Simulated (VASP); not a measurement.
# NaCl in VASP: further runs

NaCl is run at these levels: r2SCAN, PBE; tasks: single point.

All numbers are computed with VASP 6.6.1; they aren't measurements. Logs are shortened: lines on timing, memory, paths and dates and some standing lists are left out, and cuts for length are marked.

## 1. The cell of the first run

The structure is cubic, space group Fm-3m (No. 225). Conventional cell: a = 5.789 Å, b = 5.789 Å, c = 5.789 Å, α = 90.00°, β = 90.00°, γ = 90.00°. Na (site symmetry m-3m) has 6 Cl at 2.89 Å within 3.8 Å. Cl (site symmetry m-3m) has 6 Na at 2.89 Å within 3.8 Å.

## 2. Single point, r2SCAN (strain +3.3%)

The input, POSCAR:

```
NaCl
1.0
    0.0000000000      2.8946615705      2.8946615705
    2.8946615705      0.0000000000      2.8946615705
    2.8946615705      2.8946615705      0.0000000000
Na Cl
1 1
Direct
    0.0000000000      0.0000000000      0.0000000000
    0.5000000000      0.5000000000      0.5000000000
```

The input, INCAR.step1:

```
SYSTEM = NaCl
ALGO = Normal ; EDIFF = 1E-4
ENCUT = 520 ; GGA = PE
ISMEAR = 0 ; LASPH = .True.
LCHARG = .False. ; LREAL = .False.
LWAVE = .True. ; NBANDS = 14
NELM = 80 ; PREC = Accurate
SIGMA = 0.01
```

The input, INCAR.step2:

```
SYSTEM = NaCl
ALGO = Normal ; EDIFF = 1E-6
ENCUT = 520 ; ISIF = 2
ISMEAR = 0 ; ISTART = 1
LASPH = .True. ; LCHARG = .False.
LMIXTAU = .True. ; LREAL = .False.
LWAVE = .False. ; METAGGA = R2SCAN
NBANDS = 14 ; NELM = 80
PREC = Accurate ; SIGMA = 0.01
```

The input, KPOINTS:

```
k-points
0
Gamma
  8 8 8
  0 0 0
```

Potentials or basis: VASP PAW PBE potentials, release 64 (Na_pv, Cl).

The run is started by

```bash
cat potpaw_PBE.64/Na_pv/POTCAR potpaw_PBE.64/Cl/POTCAR > POTCAR
cp INCAR.step1 INCAR
mpirun -np 1 vasp_std > vasp.out
cp INCAR.step2 INCAR
mpirun -np 1 vasp_std > vasp.out
```

OUTCAR:

```text
SYSTEM = NaCl
   EDIFF = 1E-6
   ENCUT = 520
   ISIF = 2
   ISMEAR = 0
   ISTART = 1
   LASPH = .True.
   LREAL = .False.
   METAGGA = R2SCAN
   NELM = 80
   PREC = Accurate

 ion  position               nearest neighbor table
   1  0.000  0.000  0.000-
   2  0.500  0.500  0.500-

  LATTYP: Found a face centered cubic cell.
 ALAT       =     5.7893231410

  Lattice vectors:

 A1 = (   0.0000000000,   2.8946615705,   2.8946615705)
 A2 = (   2.8946615705,   0.0000000000,   2.8946615705)
 A3 = (   2.8946615705,   2.8946615705,   0.0000000000)

Analysis of symmetry for initial positions (statically):
=====================================================================
 Subroutine PRICEL returns:
 Original cell was already a primitive cell.

 Routine SETGRP: Setting up the symmetry group for a
 face centered cubic supercell.

 Subroutine GETGRP returns: Found 48 space group operations
 (whereof 48 operations were pure point group operations)
 out of a pool of 48 trial point group operations.

The static configuration has the point symmetry O_h .

Analysis of symmetry for dynamics (positions and initial velocities):
=====================================================================
 Subroutine PRICEL returns:
 Original cell was already a primitive cell.

 Routine SETGRP: Setting up the symmetry group for a
 face centered cubic supercell.

 Subroutine GETGRP returns: Found 48 space group operations
 (whereof 48 operations were pure point group operations)
 out of a pool of 48 trial point group operations.

The dynamic configuration has the point symmetry O_h .

 Subroutine INISYM returns: Found 48 space group operations
 (whereof 48 operations are pure point group operations),
 and found     1 'primitive' translations

----------------------------------------------------------------------------------------

                                     Primitive cell

  volume of cell :      48.5091

  direct lattice vectors                    reciprocal lattice vectors
     0.000000000  2.894661570  2.894661570    -0.172731764  0.172731764  0.172731764
     2.894661570  0.000000000  2.894661570     0.172731764 -0.172731764  0.172731764
     2.894661570  2.894661570  0.000000000     0.172731764  0.172731764 -0.172731764

  length of vectors
     4.093669651  4.093669651  4.093669651     0.299180192  0.299180192  0.299180192

  position of ions in fractional coordinates (direct lattice)
     0.000000000  0.000000000  0.000000000
     0.500000000  0.500000000  0.500000000

  ion indices of the primitive-cell ions
   primitive index   ion index
                 1           1
                 2           2

----------------------------------------------------------------------------------------

 KPOINTS: k-points

Automatic generation of k-mesh.
 Grid dimensions read from file:
 generate k-points for:    8    8    8

 Generating k-lattice:

  Cartesian coordinates                     Fractional coordinates (reciprocal lattice)
    -0.021591471  0.021591471  0.021591471     0.125000000  0.000000000  0.000000000
     0.021591471 -0.021591471  0.021591471     0.000000000  0.125000000  0.000000000
     0.021591471  0.021591471 -0.021591471     0.000000000  0.000000000  0.125000000

  Length of vectors
     0.037397524  0.037397524  0.037397524

  Shift w.r.t. Gamma in fractional coordinates (k-lattice)
     0.000000000  0.000000000  0.000000000

 Subroutine IBZKPT returns following result:
 ===========================================

 Found     29 irreducible k-points:

 Following reciprocal coordinates:
            Coordinates               Weight
  0.000000  0.000000  0.000000      1.000000
  0.125000  0.000000  0.000000      8.000000
  0.250000  0.000000  0.000000      8.000000
  0.375000  0.000000  0.000000      8.000000
  0.500000  0.000000  0.000000      4.000000
  0.125000  0.125000  0.000000      6.000000
[... 16 lines left out ...]
  0.500000  0.250000  0.125000     48.000000
 -0.375000  0.250000  0.125000     24.000000
 [... further k-points ...]
   k-points           NKPTS =     29   k-points in BZ     NKDIM =     29   number of bands    NBANDS=     14
   number of dos      NEDOS =    301   number of ions     NIONS =      2
   total plane-waves  NPLWV =  27000
   dimension x,y,z NGX =    30 NGY =   30 NGZ =   30
   dimension x,y,z NGXF=    60 NGYF=   60 NGZF=   60
   ions per type =               1   1
   NGX,Y,Z   is equivalent  to a cutoff of  12.18, 12.18, 12.18 a.u.
   NGXF,Y,Z  is equivalent  to a cutoff of  24.37, 24.37, 24.37 a.u.
 SYSTEM =  NaCl
   PREC   = accura    normal or accurate (medium, high low for compatibility)
   ISTART =      1    job   : 0-new  1-cont  2-samecut
   ICHARG =      0    charge: 1-file 2-atom 10-const
   ISPIN  =      1    spin polarized calculation?
   LNONCOLLINEAR =      F non collinear calculations
   LSORBIT =      F    spin-orbit coupling
   LASPH  =      T    aspherical Exc in radial PAW
   ENCUT  =  520.0 eV  38.22 Ry    6.18 a.u.   7.61  7.61  7.61*2*pi/ulx,y,z
   NELM   =     80;   NELMIN=  2; NELMDL=  0     # of ELM steps
   EDIFF  = 0.1E-05   stopping-criterion for ELM
   LREAL  =      F    real-space projection
   EDIFFG = 0.1E-04   stopping-criterion for IOM
   NSW    =      0    number of steps for IOM
   IBRION =     -1    ionic relax: 0-MD 1-quasi-New 2-CG
   NFREE  =      0    steps in history (QN), initial steepest desc. (CG)
   ISIF   =      2    stress and relaxation
   ISYM   =      2    0-nonsym 1-usesym 2-fastsym
   POTIM  = 0.5000    time-step for ionic-motion
   TEBEG  =    0.0;   TEEND  =   0.0 temperature during run
   PSTRESS=    0.0 pullay stress
   NELECT =      14.0000    total number of electrons
   NUPDOWN=      -1.0000    fix difference up-down
   EMIN   =  10.00;   EMAX   =-10.00  energy-range for DOS
   EFERMI =   0.00;   METHOD = LEGACY
   ISMEAR =     0;   SIGMA  =   0.01  broadening in eV -4-tet -1-fermi 0-gaus
   EFERMI_NEDOS =   21; number of points for ismear=-14 and -15
   IALGO  =     38    algorithm
   IMIX   =      4    mixing-type and parameters
     AMIX     =   0.40;   BMIX     =  1.00
     AMIX_MAG =   1.60;   BMIX_MAG =  1.00
  volume/ion in A,a.u.               =      24.25       163.68
  Fermi-wavevector in a.u.,A,eV,Ry     =   1.081873  2.044444 15.924935  1.170450
  Thomas-Fermi vector in A             =   2.217901
   LORBIT       =      0    0 simple, 1 ext, 2 COOP (PROOUT), +10 PAW based schemes
   METAGGA = R2SCAN    functional components
   LHFCALC =     F    Hartree Fock is set to
   AEXX    =    0.0000 exact exchange contribution
   IVDW    =     0    specifies the selected vdW correction
   LEPSILON=     F    determine dielectric tensor
   LRPA    =     F    only Hartree local field effects (RPA)
 non-spin polarized calculation
 Gauss-broadening in eV      SIGMA  =   0.01
  energy-cutoff  :      520.00
  volume of cell :       48.51
 maximum number of plane-waves:      1323
   NGX = 15   NGY = 15   NGZ = 15

 number of electron      13.9999997 magnetization

 Free energy of the ion-electron system (eV)
  ---------------------------------------------------
  ext. energy  EPLUGINS =         0.00000000
  ---------------------------------------------------
  free energy    TOTEN  =       -13.75270354 eV

  energy without entropy =      -13.75270354  energy(sigma->0) =      -13.75270354

 E-fermi :  -1.4895     XC(G=0):  -8.2824

 val. band max:       -1.5884121440   @ k =   0.0000   0.0000   0.0000
 cond. band min:       4.0264275333   @ k =   0.0000   0.0000   0.0000
 fundamental gap:      5.6148396773
 Fermi energy:        -1.4894572602

 k-point     1 :       0.0000    0.0000    0.0000
  band No.  band energies     occupation
      1     -23.2649      2.00000
      2     -23.2647      2.00000
      3     -23.2647      2.00000
      4     -14.6449      2.00000
      5      -1.5884      2.00000
      6      -1.5884      2.00000
      7      -1.5884      2.00000
      8       4.0264      0.00000
      9      10.0854      0.00000
     10      10.0854      0.00000
     11      10.0854      0.00000
     12      12.2405      0.00000
     13      12.2405      0.00000
     14      13.6549      0.00000

 k-point     2 :       0.1250    0.0000    0.0000
  band No.  band energies     occupation
      1     -23.2676      2.00000
      2     -23.2651      2.00000
      3     -23.2649      2.00000
      4     -14.6070      2.00000
      5      -1.9031      2.00000
      6      -1.6247      2.00000
      7      -1.6247      2.00000
      8       4.4844      0.00000
      9       9.5286      0.00000
     10      10.2743      0.00000
     11      10.2743      0.00000
     12      11.9897      0.00000
     13      11.9898      0.00000
     14      14.5852      0.00000

 k-point     3 :       0.2500    0.0000    0.0000
  band No.  band energies     occupation
      1     -23.2744      2.00000
      2     -23.2656      2.00000
      3     -23.2654      2.00000
      4     -14.5136      2.00000
      5      -2.5426      2.00000
      6      -1.7097      2.00000
      7      -1.7097      2.00000
      8       5.4332      0.00000
      9       8.9197      0.00000
     10      10.3817      0.00000
     11      10.3817      0.00000
     12      12.1851      0.00000
     13      12.1852      0.00000
     14      14.4973      0.00000
[... 324 lines left out ...]
 k-point    23 :       0.5000    0.2500    0.1250
  band No.  band energies     occupation
      1     -23.2788      2.00000
      2     -23.2699      2.00000
      3     -23.2670      2.00000
      4     -14.3787      2.00000
      5      -2.9380      2.00000
      6      -2.1935      2.00000
      7      -1.9068      2.00000
      8       7.0250      0.00000
      9       8.4600      0.00000
     10       8.9492      0.00000
     11      10.8853      0.00000
     12      12.6301      0.00000
     13      14.8309      0.00000
     14      15.4072      0.00000

 k-point    24 :      -0.3750    0.2500    0.1250
  band No.  band energies     occupation
      1     -23.2802      2.00000
      2     -23.2702      2.00000
      3     -23.2676      2.00000
      4     -14.3481      2.00000
      5      -3.0426      2.00000
      6      -2.2624      2.00000
      7      -1.9539      2.00000
      8       7.2148      0.00000
      9       8.5498      0.00000
     10       9.0930      0.00000
     11      10.7085      0.00000
     12      13.1815      0.00000
     13      14.4818      0.00000
     14      15.4767      0.00000

 [... further k-points ...]

------------------------ aborting loop because EDIFF is reached ----------------------------------------

  FORCE on cell =-STRESS in cart. coord.  units (eV):
  Direction    XX          YY          ZZ          XY          YZ          ZX
  --------------------------------------------------------------------------------------
  -------------------------------------------------------------------------------------
  Total       -0.7125804     -0.7125804     -0.7125804     -0.0000000     -0.0000000      0.0000000
  in kB      -23.5353712    -23.5353712    -23.5353712     -0.0000000     -0.0000000      0.0000000
  external PRESSURE =     -23.5353712 kB  Pullay stress =       0.0000000 kB

 VOLUME and BASIS-vectors are now :
 -----------------------------------------------------------------------------
  energy-cutoff  :      520.00
  volume of cell :       48.51
      direct lattice vectors                 reciprocal lattice vectors
     0.000000000  2.894661570  2.894661570    -0.172731764  0.172731764  0.172731764
     2.894661570  0.000000000  2.894661570     0.172731764 -0.172731764  0.172731764
     2.894661570  2.894661570  0.000000000     0.172731764  0.172731764 -0.172731764

 POSITION                                       TOTAL-FORCE (eV/Angst)
 -----------------------------------------------------------------------------------
      0.00000      0.00000      0.00000        -0.000000      0.000000     -0.000000
      2.89466      2.89466      2.89466         0.000000     -0.000000      0.000000
 -----------------------------------------------------------------------------------
    total drift:                                0.000000      0.000000      0.000000

  FREE ENERGIE OF THE ION-ELECTRON SYSTEM (eV)
  ---------------------------------------------------
  free  energy   TOTEN  =       -13.7527035408 eV

  energy  without entropy=      -13.7527035408  energy(sigma->0) =      -13.75270354
```

Run time: 1.9 min. Hardware: 1 thread of Intel Xeon 8259CL, shared host; peak memory 0.17 GiB.

Results:

| Quantity | Value |
| --- | --- |
| Free energy | -13.7527 eV |
| Pressure | -2.4 GPa |
| Band gap on the k mesh | 5.61 eV |

Caveat: the cell differs from its parent crystal (strain +3.3%); the PAW data sets were made with another functional, which shifts forces and pressure a little. A k mesh can miss the band edges.

## 3. Single point, PBE (uniaxial x strain -3.1%)

The input, INCAR:

```
  PREC = Accurate
  ENCUT = 520
  EDIFF = 1E-6
  ISMEAR = -1
  SIGMA = 0.02
  LREAL = F
  LASPH = T
  NELM = 80
  ALGO = Normal
  ISIF = 2
  LWAVE = F
  LCHARG = F
  GGA = PE
  NBANDS = 14
```

The input, KPOINTS:

```
Automatic mesh
0
Gamma
  8 8 8
```

The input, POSCAR:

```
NaCl
1.0
    0.0000000000      2.8027319622      2.8027319622
    2.7166880909      0.0000000000      2.8027319622
    2.7166880909      2.8027319622      0.0000000000
Na Cl
1 1
Direct
    0.0000000000      0.0000000000      0.0000000000
    0.5000000000      0.5000000000      0.5000000000
```

Potentials or basis: VASP PAW PBE potentials, release 64 (Na_pv, Cl).

The run is started by

```bash
cat potpaw_PBE.64/Na_pv/POTCAR potpaw_PBE.64/Cl/POTCAR > POTCAR
mpirun -np 1 vasp_std > vasp.out
```

OUTCAR:

```text
PREC = Accurate
   ENCUT = 520
   EDIFF = 1E-6
   ISMEAR = -1
   LREAL = F
   LASPH = T
   NELM = 80
   ISIF = 2
   GGA = PE

 ion  position               nearest neighbor table
   1  0.000  0.000  0.000-   2 2.72   2 2.72
   2  0.500  0.500  0.500-   1 2.72   1 2.72

  LATTYP: Found a body centered tetragonal cell.
 ALAT       =     3.9636615526
 C/A-ratio  =     1.3707972060

  Lattice vectors:

 A1 = (  -2.7166880909,   0.0000000000,  -2.8027319622)
 A2 = (  -2.7166880909,   0.0000000000,   2.8027319622)
 A3 = (   2.7166880909,   2.8027319622,   0.0000000000)

Analysis of symmetry for initial positions (statically):
=====================================================================
 Subroutine PRICEL returns:
 Original cell was already a primitive cell.

 Routine SETGRP: Setting up the symmetry group for a
 body centered tetragonal supercell.

 Subroutine GETGRP returns: Found 16 space group operations
 (whereof 16 operations were pure point group operations)
 out of a pool of 16 trial point group operations.

The static configuration has the point symmetry D_4h.
[... 173 lines left out ...]
      4     -13.2123      2.00000
      5      -0.4520      2.00000
      6      -0.4276      2.00000
      7      -0.4276      2.00000
      8       4.8701      0.00000
      9      10.6576      0.00000
     10      10.6576      0.00000
     11      10.8991      0.00000
     12      12.7627      0.00000
     13      13.1541      0.00000
     14      14.6564      0.00000
[... 377 lines left out ...]
      1     -21.1830      2.00000
      2     -21.1640      2.00000
      3     -21.1635      2.00000
      4     -12.9502      2.00000
      5      -1.8254      2.00000
      6      -0.8680      2.00000
      7      -0.6297      2.00000
      8       7.0028      0.00000
      9       9.5396      0.00000
     10      10.6153      0.00000
     11      11.1308      0.00000
     12      12.4432      0.00000
     13      14.4244      0.00000
     14      16.5583      0.00000

 [... further k-points ...]

------------------------ aborting loop because EDIFF is reached ----------------------------------------

  FORCE on cell =-STRESS in cart. coord.  units (eV):
  Direction    XX          YY          ZZ          XY          YZ          ZX
  --------------------------------------------------------------------------------------
  -------------------------------------------------------------------------------------
  Total        0.9375397      0.4518697      0.4518697      0.0000000      0.0000000     -0.0000000
  in kB       35.1938948     16.9625405     16.9625405      0.0000000      0.0000000     -0.0000000
  external PRESSURE =      23.0396586 kB  Pullay stress =       0.0000000 kB

 VOLUME and BASIS-vectors are now :
 -----------------------------------------------------------------------------
  energy-cutoff  :      520.00
  volume of cell :       42.68
      direct lattice vectors                 reciprocal lattice vectors
     0.000000000  2.802731962  2.802731962    -0.184047628  0.178397366  0.178397366
     2.716688091  0.000000000  2.802731962     0.184047628 -0.178397366  0.178397366
     2.716688091  2.802731962  0.000000000     0.184047628  0.178397366 -0.178397366

 POSITION                                       TOTAL-FORCE (eV/Angst)
 -----------------------------------------------------------------------------------
      0.00000      0.00000      0.00000         0.000000     -0.000000     -0.000000
      2.71669      2.80273      2.80273        -0.000000      0.000000      0.000000
 -----------------------------------------------------------------------------------
    total drift:                               -0.000000      0.000000      0.000000

  FREE ENERGIE OF THE ION-ELECTRON SYSTEM (eV)
  ---------------------------------------------------
  free  energy   TOTEN  =        -6.7495623529 eV

  energy  without entropy=       -6.7495623529  energy(sigma->0) =       -6.74956235
```

stdout:

```text
POSCAR found type information on POSCAR NaCl
 POSCAR found :  2 types and       2 ions
 scaLAPACK will be used
 LDA part: xc-table for (Slater+PW92), standard interpolation
 POSCAR, INCAR and KPOINTS ok, starting setup
 FFT: planning ... GRIDC
 FFT: planning ... GRID_SOFT
 FFT: planning ... GRID
 WAVECAR not read
 entering main loop
```

Run time: 56 s. Hardware: 1 thread of Intel Xeon 8259CL, shared host; peak memory 0.18 GiB.

Results:

```
Free energy            : -6.7496 eV
Pressure               : 2.3 GPa
Band gap on the k mesh : 5.30 eV
```

Caveat: the cell differs from its parent crystal (uniaxial x strain -3.1%).
